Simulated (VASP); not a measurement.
Ni, 1 atom in the cell. It takes space group Pm-3m (No. 221, cubic). Conventional cell: a = 2.313 Å, b = 2.313 Å, c = 2.313 Å, α = 90.00°, β = 90.00°, γ = 90.00°. Within 3.1 Å of Ni (site symmetry m-3m) lie 6 Ni at 2.31 Å. This isn't the form of Ni at room conditions, which is fcc.

```yaml
Program: VASP 6.6.1
Task: single point
Functional: revPBE
Potentials_or_basis: VASP PAW PBE potentials, release 64 (Ni)
Cutoff: 600 eV
k_mesh: 15 × 15 × 15
Occupations: fermi-dirac, width 0.1 eV
Spin: no spin polarisation
Dipole_correction: no
Further_INCAR_settings: ALGO = Normal; EDIFF = 1e-06; NBANDS = 11
```

Potentials or basis: VASP PAW PBE potentials, release 64 (Ni).

Launch:

```sh
$ cat potpaw_PBE.64/Ni/POTCAR > POTCAR
$ mpirun -np 1 vasp_std > vasp.out
```

Hardware: 1 thread of Intel(R) Xeon(R) Platinum 8488C (Sapphire Rapids), on a shared host.

How long does it take, and how much memory?

It took 7.9 s on 1 thread of Intel(R) Xeon(R) Platinum 8488C (Sapphire Rapids), on a shared host, peak memory 0.13 GiB. Counts: scf iterations 11, k points 120.
